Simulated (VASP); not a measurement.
# SiAs5 (P-43m) in VASP: notebook

Runs on SiAs5. Level: PBE. Tasks: single point, relaxation of cell and atoms.

All numbers are computed with VASP 6.6.1; they aren't measurements. Logs are shortened: lines on timing, memory, paths and dates and some standing lists are left out, and cuts for length are marked.

**1. The cell of the first run**

It takes space group P-43m (No. 215, cubic). Conventional cell: a = 5.416 Å, b = 5.416 Å, c = 5.416 Å, α = 90.00°, β = 90.00°, γ = 90.00°. Within 2.8 Å of Si (site symmetry -43m) lie 4 As at 2.13 Å. As (site symmetry 3m) has 1 Si at 2.13 Å and 1 As at 2.56 Å within 2.8 Å. Within 3.4 Å of As (site symmetry -43m) lie 4 As at 2.56 Å.

**2. Single point, PBE**

Contents of INCAR:

```
SYSTEM = SiAs5
PREC = Accurate ; ENCUT = 520
EDIFF = 1E-7 ; ISMEAR = 0
SIGMA = 0.1 ; LREAL = .False.
LASPH = .True. ; NELM = 60
ALGO = Normal ; ISIF = 2
LWAVE = .False. ; LCHARG = .False.
GGA = PE ; NBANDS = 24
```

Contents of KPOINTS:

```
Automatic mesh
0
Gamma
  4 4 4
  0 0 0
```

Contents of POSCAR:

```
SiAs5
1.0
    5.4163159300      0.0000000000      0.0000000000
    0.0000000000      5.4163159300      0.0000000000
    0.0000000000      0.0000000000      5.4163159300
Si As
1 5
Direct
    0.5000000000      0.5000000000      0.5000000000
    0.7274445700      0.7274445700      0.7274445700
    0.2725554300      0.2725554300      0.7274445700
    0.2725554300      0.7274445700      0.2725554300
    0.7274445700      0.2725554300      0.2725554300
    0.0000000000      0.0000000000      0.0000000000
```

Potentials or basis: VASP PAW PBE potentials, release 64 (Si, As).

Command:

```sh
$ cat potpaw_PBE.64/Si/POTCAR potpaw_PBE.64/As/POTCAR > POTCAR
$ mpirun -np 1 vasp_std > vasp.out
```

OUTCAR:

```text
SYSTEM = SiAs5
   PREC = Accurate
   ENCUT = 520
   EDIFF = 1E-7
   ISMEAR = 0
   LREAL = .False.
   LASPH = .True.
   NELM = 60
   ISIF = 2
   GGA = PE

 ion  position               nearest neighbor table
   1  0.500  0.500  0.500-   2 2.13   3 2.13   4 2.13   5 2.13
   2  0.727  0.727  0.727-   1 2.13   6 2.56
   3  0.273  0.273  0.727-   1 2.13   6 2.56
   4  0.273  0.727  0.273-   1 2.13   6 2.56
   5  0.727  0.273  0.273-   1 2.13   6 2.56
   6  0.000  0.000  0.000-   2 2.56   3 2.56   4 2.56   5 2.56

  LATTYP: Found a simple cubic cell.
 ALAT       =     5.4163159300

  Lattice vectors:

 A1 = (   5.4163159300,   0.0000000000,   0.0000000000)
 A2 = (   0.0000000000,   5.4163159300,   0.0000000000)
 A3 = (   0.0000000000,   0.0000000000,   5.4163159300)

Analysis of symmetry for initial positions (statically):
=====================================================================
 Subroutine PRICEL returns:
 Original cell was already a primitive cell.

 Routine SETGRP: Setting up the symmetry group for a
 simple cubic supercell.

 Subroutine GETGRP returns: Found 24 space group operations
 (whereof 24 operations were pure point group operations)
 out of a pool of 48 trial point group operations.

The static configuration has the point symmetry T_d .

Analysis of symmetry for dynamics (positions and initial velocities):
=====================================================================
 Subroutine PRICEL returns:
 Original cell was already a primitive cell.

 Routine SETGRP: Setting up the symmetry group for a
 simple cubic supercell.

 Subroutine GETGRP returns: Found 24 space group operations
 (whereof 24 operations were pure point group operations)
 out of a pool of 48 trial point group operations.

The dynamic configuration has the point symmetry T_d .

 Subroutine INISYM returns: Found 24 space group operations
 (whereof 24 operations are pure point group operations),
 and found     1 'primitive' translations

----------------------------------------------------------------------------------------

                                     Primitive cell

  volume of cell :     158.8956

  direct lattice vectors                    reciprocal lattice vectors
     5.416315930  0.000000000  0.000000000     0.184627339  0.000000000  0.000000000
     0.000000000  5.416315930  0.000000000     0.000000000  0.184627339  0.000000000
     0.000000000  0.000000000  5.416315930     0.000000000  0.000000000  0.184627339

  length of vectors
     5.416315930  5.416315930  5.416315930     0.184627339  0.184627339  0.184627339

  position of ions in fractional coordinates (direct lattice)
     0.500000000  0.500000000  0.500000000
     0.727444570  0.727444570  0.727444570
     0.272555430  0.272555430  0.727444570
     0.272555430  0.727444570  0.272555430
     0.727444570  0.272555430  0.272555430
     0.000000000  0.000000000  0.000000000

  ion indices of the primitive-cell ions
   primitive index   ion index
                 1           1
                 2           2
                 3           3
                 4           4
                 5           5
                 6           6

----------------------------------------------------------------------------------------

 KPOINTS: Automatic mesh

Automatic generation of k-mesh.
 Grid dimensions read from file:
 generate k-points for:    4    4    4

 Generating k-lattice:

  Cartesian coordinates                     Fractional coordinates (reciprocal lattice)
     0.046156835  0.000000000  0.000000000     0.250000000  0.000000000  0.000000000
     0.000000000  0.046156835  0.000000000     0.000000000  0.250000000  0.000000000
     0.000000000  0.000000000  0.046156835     0.000000000  0.000000000  0.250000000

  Length of vectors
     0.046156835  0.046156835  0.046156835

  Shift w.r.t. Gamma in fractional coordinates (k-lattice)
     0.000000000  0.000000000  0.000000000

 Subroutine IBZKPT returns following result:
 ===========================================

 Found     10 irreducible k-points:

 Following reciprocal coordinates:
            Coordinates               Weight
  0.000000  0.000000  0.000000      1.000000
  0.250000  0.000000  0.000000      6.000000
  0.500000  0.000000  0.000000      3.000000
  0.250000  0.250000  0.000000     12.000000
  0.500000  0.250000  0.000000     12.000000
  0.500000  0.500000  0.000000      3.000000
  0.250000  0.250000  0.250000      8.000000
  0.500000  0.250000  0.250000     12.000000
  0.500000  0.500000  0.250000      6.000000
  0.500000  0.500000  0.500000      1.000000
   k-points           NKPTS =     10   k-points in BZ     NKDIM =     10   number of bands    NBANDS=     24
   number of dos      NEDOS =    301   number of ions     NIONS =      6
   total plane-waves  NPLWV =  64000
   dimension x,y,z NGX =    40 NGY =   40 NGZ =   40
   dimension x,y,z NGXF=    80 NGYF=   80 NGZF=   80
   ions per type =               1   5
   NGX,Y,Z   is equivalent  to a cutoff of  12.28, 12.28, 12.28 a.u.
   NGXF,Y,Z  is equivalent  to a cutoff of  24.55, 24.55, 24.55 a.u.
 SYSTEM =  SiAs5
   PREC   = accura    normal or accurate (medium, high low for compatibility)
   ISTART =      0    job   : 0-new  1-cont  2-samecut
   ICHARG =      2    charge: 1-file 2-atom 10-const
   ISPIN  =      1    spin polarized calculation?
   LNONCOLLINEAR =      F non collinear calculations
   LSORBIT =      F    spin-orbit coupling
   LASPH  =      T    aspherical Exc in radial PAW
   ENCUT  =  520.0 eV  38.22 Ry    6.18 a.u.  10.07 10.07 10.07*2*pi/ulx,y,z
   NELM   =     60;   NELMIN=  2; NELMDL= -5     # of ELM steps
   EDIFF  = 0.1E-06   stopping-criterion for ELM
   LREAL  =      F    real-space projection
   EDIFFG = 0.1E-05   stopping-criterion for IOM
   NSW    =      0    number of steps for IOM
   IBRION =     -1    ionic relax: 0-MD 1-quasi-New 2-CG
   NFREE  =      0    steps in history (QN), initial steepest desc. (CG)
   ISIF   =      2    stress and relaxation
   ISYM   =      2    0-nonsym 1-usesym 2-fastsym
   POTIM  = 0.5000    time-step for ionic-motion
   TEBEG  =    0.0;   TEEND  =   0.0 temperature during run
   PSTRESS=    0.0 pullay stress
   NELECT =      29.0000    total number of electrons
   NUPDOWN=      -1.0000    fix difference up-down
   EMIN   =  10.00;   EMAX   =-10.00  energy-range for DOS
   EFERMI =   0.00;   METHOD = LEGACY
   ISMEAR =     0;   SIGMA  =   0.10  broadening in eV -4-tet -1-fermi 0-gaus
   EFERMI_NEDOS =   21; number of points for ismear=-14 and -15
   IALGO  =     38    algorithm
   IMIX   =      4    mixing-type and parameters
     AMIX     =   0.40;   BMIX     =  1.00
     AMIX_MAG =   1.60;   BMIX_MAG =  1.00
  volume/ion in A,a.u.               =      26.48       178.71
  Fermi-wavevector in a.u.,A,eV,Ry     =   0.928617  1.754833 11.732717  0.862330
  Thomas-Fermi vector in A             =   2.054813
   LORBIT       =      0    0 simple, 1 ext, 2 COOP (PROOUT), +10 PAW based schemes
   GGA     = PE    functional components
   LHFCALC =     F    Hartree Fock is set to
   AEXX    =    0.0000 exact exchange contribution
   IVDW    =     0    specifies the selected vdW correction
   LEPSILON=     F    determine dielectric tensor
   LRPA    =     F    only Hartree local field effects (RPA)
 non-spin polarized calculation
 Gauss-broadening in eV      SIGMA  =   0.10
  energy-cutoff  :      520.00
  volume of cell :      158.90
 maximum number of plane-waves:      4337
   NGX = 21   NGY = 21   NGZ = 21

 number of electron      29.0000004 magnetization

 Free energy of the ion-electron system (eV)
  ---------------------------------------------------
  ext. energy  EPLUGINS =         0.00000000
  ---------------------------------------------------
  free energy    TOTEN  =       -22.26538581 eV

  energy without entropy =      -22.24664206  energy(sigma->0) =      -22.25601393

 E-fermi :   2.8717     XC(G=0):  -8.8507

 val. band max:        2.8481934454   @ k =   0.5000   0.0000   0.0000
 cond. band min:       2.9572592168   @ k =   0.2500   0.2500   0.0000
 fundamental gap:      0.1090657714
 Fermi energy:         2.8716701982

 k-point     1 :       0.0000    0.0000    0.0000
  band No.  band energies     occupation
      1     -10.7007      2.00000
      2      -8.2569      2.00000
      3      -7.5573      2.00000
      4      -7.5573      2.00000
      5      -7.5573      2.00000
      6      -1.4732      2.00000
[... 16 lines left out ...]
     23       8.2591      0.00000
     24       8.6043      0.00000

 k-point     2 :       0.2500    0.0000    0.0000
  band No.  band energies     occupation
      1     -10.5032      2.00000
      2      -8.9925      2.00000
      3      -7.5388      2.00000
      4      -7.5388      2.00000
      5      -6.8334      2.00000
      6      -3.0922      2.00000
[... 16 lines left out ...]
     23       9.0029      0.00000
     24       9.0106      0.00000

 k-point     3 :       0.5000    0.0000    0.0000
  band No.  band energies     occupation
      1     -10.0887      2.00000
      2      -9.6838      2.00000
      3      -7.5199      2.00000
      4      -7.5199      2.00000
      5      -6.2717      2.00000
      6      -3.9066      2.00000
[... 16 lines left out ...]
     23       8.7294      0.00000
     24       8.7294      0.00000

 k-point     4 :       0.2500    0.2500    0.0000
  band No.  band energies     occupation
      1     -10.3292      2.00000
      2      -9.1975      2.00000
      3      -7.7563      2.00000
      4      -7.5885      2.00000
      5      -6.4460      2.00000
      6      -3.4706      2.00000
[... 16 lines left out ...]
     23       8.9103      0.00000
     24       9.2731      0.00000

 k-point     5 :       0.5000    0.2500    0.0000
  band No.  band energies     occupation
      1     -10.0007      2.00000
      2      -9.5923      2.00000
      3      -7.7268      2.00000
      4      -7.7248      2.00000
      5      -6.1728      2.00000
      6      -3.7781      2.00000
[... 16 lines left out ...]
     23       8.4517      0.00000
     24       9.2153      0.00000

 k-point     6 :       0.5000    0.5000    0.0000
  band No.  band energies     occupation
      1      -9.8989      2.00000
      2      -9.4834      2.00000
      3      -7.9353      2.00000
      4      -7.9353      2.00000
      5      -6.0876      2.00000
      6      -3.6445      2.00000
[... 16 lines left out ...]
     23       8.8247      0.00000
     24       9.7318      0.00000

 k-point     7 :       0.2500    0.2500    0.2500
  band No.  band energies     occupation
      1     -10.2028      2.00000
      2      -9.2481      2.00000
      3      -7.7290      2.00000
      4      -7.7290      2.00000
      5      -6.5414      2.00000
      6      -3.2944      2.00000
[... 16 lines left out ...]
     23       8.7490      0.00000
     24       9.5270      0.00000

 k-point     8 :       0.5000    0.2500    0.2500
  band No.  band energies     occupation
      1     -10.0282      2.00000
      2      -9.3594      2.00000
      3      -7.8450      2.00000
      4      -7.7010      2.00000
      5      -6.6336      2.00000
      6      -3.1952      2.00000
[... 16 lines left out ...]
     23       8.8271      0.00000
     24       9.2310      0.00000

 k-point     9 :       0.5000    0.5000    0.2500
  band No.  band energies     occupation
      1     -10.0363      2.00000
      2      -9.0633      2.00000
      3      -7.9011      2.00000
      4      -7.9011      2.00000
      5      -6.9024      2.00000
      6      -2.8343      2.00000
[... 16 lines left out ...]
     23       9.2758      0.00000
     24       9.3494      0.00000

 k-point    10 :       0.5000    0.5000    0.5000
  band No.  band energies     occupation
      1     -10.1053      2.00000
      2      -8.3806      2.00000
      3      -7.8657      2.00000
      4      -7.8657      2.00000
      5      -7.8657      2.00000
      6      -2.3318      2.00000
[... 16 lines left out ...]
     23       9.0264      0.00000
     24       9.3358      0.00000

------------------------ aborting loop because EDIFF is reached ----------------------------------------

  FORCE on cell =-STRESS in cart. coord.  units (eV):
  Direction    XX          YY          ZZ          XY          YZ          ZX
  --------------------------------------------------------------------------------------
  -------------------------------------------------------------------------------------
  Total        6.5340578      6.5340578      6.5340578     -0.0000000      0.0000000     -0.0000000
  in kB       65.8842477     65.8842477     65.8842477     -0.0000000      0.0000000     -0.0000000
  external PRESSURE =      65.8842477 kB  Pullay stress =       0.0000000 kB

 VOLUME and BASIS-vectors are now :
 -----------------------------------------------------------------------------
  energy-cutoff  :      520.00
  volume of cell :      158.90
      direct lattice vectors                 reciprocal lattice vectors
     5.416315930  0.000000000  0.000000000     0.184627339  0.000000000  0.000000000
     0.000000000  5.416315930  0.000000000     0.000000000  0.184627339  0.000000000
     0.000000000  0.000000000  5.416315930     0.000000000  0.000000000  0.184627339

 POSITION                                       TOTAL-FORCE (eV/Angst)
 -----------------------------------------------------------------------------------
      2.70816      2.70816      2.70816         0.000000     -0.000000      0.000000
      3.94007      3.94007      3.94007         1.660850      1.660850      1.660850
      1.47625      1.47625      3.94007        -1.660850     -1.660850      1.660850
      1.47625      3.94007      1.47625        -1.660850      1.660850     -1.660850
      3.94007      1.47625      1.47625         1.660850     -1.660850     -1.660850
      0.00000      0.00000      0.00000         0.000000     -0.000000      0.000000
 -----------------------------------------------------------------------------------
    total drift:                               -0.000000     -0.000000      0.000000

  FREE ENERGIE OF THE ION-ELECTRON SYSTEM (eV)
  ---------------------------------------------------
  free  energy   TOTEN  =       -22.2653858065 eV

  energy  without entropy=      -22.2466420614  energy(sigma->0) =      -22.25601393
```

Wall time 18 s (1 thread of Intel Xeon 6975P-C (Granite Rapids), shared host); peak memory 0.24 GiB.

Results:

```yaml
Free_energy: -22.2654 eV
Pressure: 6.6 GPa
Largest_force: 2.877 eV/Å
```

Forces in eV/Å, atoms in the order of the input:
```
Si   0.000  0.000  0.000
As   1.661  1.661  1.661
As  -1.661 -1.661  1.661
As  -1.661  1.661 -1.661
As   1.661 -1.661 -1.661
As   0.000  0.000  0.000
```

Caveat: forces of over 1 eV/Å act on the atoms, so gaps and moduli don't describe the material at rest.

**3. Single point, PBE**

This run uses another cell than the first one, of 28.20 Å³/atom, 1.065 times its volume.

Contents of INCAR:

```
SYSTEM = SiAs5
  PREC = Accurate
  ENCUT = 520
  EDIFF = 1E-7
  ISMEAR = 0
  SIGMA = 0.1
  LREAL = .FALSE.
  LASPH = .TRUE.
  NELM = 100
  ALGO = Normal
  ISIF = 2
  LWAVE = .FALSE.
  LCHARG = .TRUE.
  GGA = PE
  LELF = .TRUE.
  LVHAR = .TRUE.
  NBANDS = 24
```

Contents of KPOINTS:

```
Automatic mesh
0
G
  4 4 4
  0 0 0
```

Contents of POSCAR:

```
SiAs5
1.0
    5.5310116716      0.0000000000      0.0000000000
    0.0000000000      5.5310116716      0.0000000000
    0.0000000000      0.0000000000      5.5310116716
Si As
1 5
Direct
    0.5000000000      0.5000000000      0.5000000000
    0.7430288072      0.7430288072      0.7430288072
    0.2569711928      0.2569711928      0.7430288072
    0.2569711928      0.7430288072      0.2569711928
    0.7430288072      0.2569711928      0.2569711928
    0.0000000000      0.0000000000      0.0000000000
```

Potentials or basis: VASP PAW PBE potentials, release 64 (Si, As).

Command:

```sh
$ cat potpaw_PBE.64/Si/POTCAR potpaw_PBE.64/As/POTCAR > POTCAR
$ mpirun -np 1 vasp_std > vasp.out
```

OUTCAR:

```text
SYSTEM = SiAs5
   PREC = Accurate
   ENCUT = 520
   EDIFF = 1E-7
   ISMEAR = 0
   LREAL = .FALSE.
   LASPH = .TRUE.
   NELM = 100
   ISIF = 2
   GGA = PE

 ion  position               nearest neighbor table
   1  0.500  0.500  0.500-   2 2.33   3 2.33   4 2.33   5 2.33
   2  0.743  0.743  0.743-   1 2.33   6 2.46
   3  0.257  0.257  0.743-   1 2.33   6 2.46
   4  0.257  0.743  0.257-   1 2.33   6 2.46
   5  0.743  0.257  0.257-   1 2.33   6 2.46
   6  0.000  0.000  0.000-   2 2.46   3 2.46   4 2.46   5 2.46

  LATTYP: Found a simple cubic cell.
 ALAT       =     5.5310116716

  Lattice vectors:

 A1 = (   5.5310116716,   0.0000000000,   0.0000000000)
 A2 = (   0.0000000000,   5.5310116716,   0.0000000000)
 A3 = (   0.0000000000,   0.0000000000,   5.5310116716)

Analysis of symmetry for initial positions (statically):
=====================================================================
 Subroutine PRICEL returns:
 Original cell was already a primitive cell.

 Routine SETGRP: Setting up the symmetry group for a
 simple cubic supercell.
[... 162 lines left out ...]

 val. band max:        2.4283384876   @ k =   0.0000   0.0000   0.0000
 cond. band min:       2.4959530743   @ k =   0.5000   0.0000   0.0000
 fundamental gap:      0.0676145867
 Fermi energy:         2.4760721227

 k-point     1 :       0.0000    0.0000    0.0000
  band No.  band energies     occupation
      1     -10.9233      2.00000
      2      -8.2380      2.00000
      3      -7.8666      2.00000
      4      -7.8666      2.00000
      5      -7.8666      2.00000
      6      -1.9948      2.00000
[... 259 lines left out ...]
     23       8.4292      0.00000
     24       8.4292      0.00000

------------------------ aborting loop because EDIFF is reached ----------------------------------------

  FORCE on cell =-STRESS in cart. coord.  units (eV):
  Direction    XX          YY          ZZ          XY          YZ          ZX
  --------------------------------------------------------------------------------------
  -------------------------------------------------------------------------------------
  Total        0.1888099      0.1888099      0.1888099      0.0000000      0.0000000     -0.0000000
  in kB        1.7878108      1.7878108      1.7878108      0.0000000      0.0000000     -0.0000000
  external PRESSURE =       1.7878108 kB  Pullay stress =       0.0000000 kB

 VOLUME and BASIS-vectors are now :
 -----------------------------------------------------------------------------
  energy-cutoff  :      520.00
  volume of cell :      169.21
      direct lattice vectors                 reciprocal lattice vectors
     5.531011672  0.000000000  0.000000000     0.180798751  0.000000000  0.000000000
     0.000000000  5.531011672  0.000000000     0.000000000  0.180798751  0.000000000
     0.000000000  0.000000000  5.531011672     0.000000000  0.000000000  0.180798751

 POSITION                                       TOTAL-FORCE (eV/Angst)
 -----------------------------------------------------------------------------------
      2.76551      2.76551      2.76551         0.000000      0.000000      0.000000
      4.10970      4.10970      4.10970         0.014454      0.014454      0.014454
      1.42131      1.42131      4.10970        -0.014454     -0.014454      0.014454
      1.42131      4.10970      1.42131        -0.014454      0.014454     -0.014454
      4.10970      1.42131      1.42131         0.014454     -0.014454     -0.014454
      0.00000      0.00000      0.00000         0.000000      0.000000      0.000000
 -----------------------------------------------------------------------------------
    total drift:                               -0.000000     -0.000000     -0.000000

  FREE ENERGIE OF THE ION-ELECTRON SYSTEM (eV)
  ---------------------------------------------------
  free  energy   TOTEN  =       -23.2176660258 eV

  energy  without entropy=      -23.1926962777  energy(sigma->0) =      -23.20518115
```

stdout:

```text
POSCAR found type information on POSCAR SiAs
 POSCAR found :  2 types and       6 ions
 scaLAPACK will be used
 LDA part: xc-table for (Slater+PW92), standard interpolation
 POSCAR, INCAR and KPOINTS ok, starting setup
 FFT: planning ... GRIDC
 FFT: planning ... GRID_SOFT
 FFT: planning ... GRID
 WAVECAR not read
 entering main loop
```

Wall time 20 s (1 thread of Intel Xeon 6975P-C (Granite Rapids), shared host); peak memory 0.25 GiB.

Results:

```yaml
Free_energy: -23.2177 eV
Pressure: 0.2 GPa
Largest_force: 0.025 eV/Å
```

Forces on the atoms (eV/Å):
```
Si   0.000  0.000  0.000
As   0.014  0.014  0.014
As  -0.014 -0.014  0.014
As  -0.014  0.014 -0.014
As   0.014 -0.014 -0.014
As   0.000  0.000  0.000
```

(Part 1 of 2 ends here.)
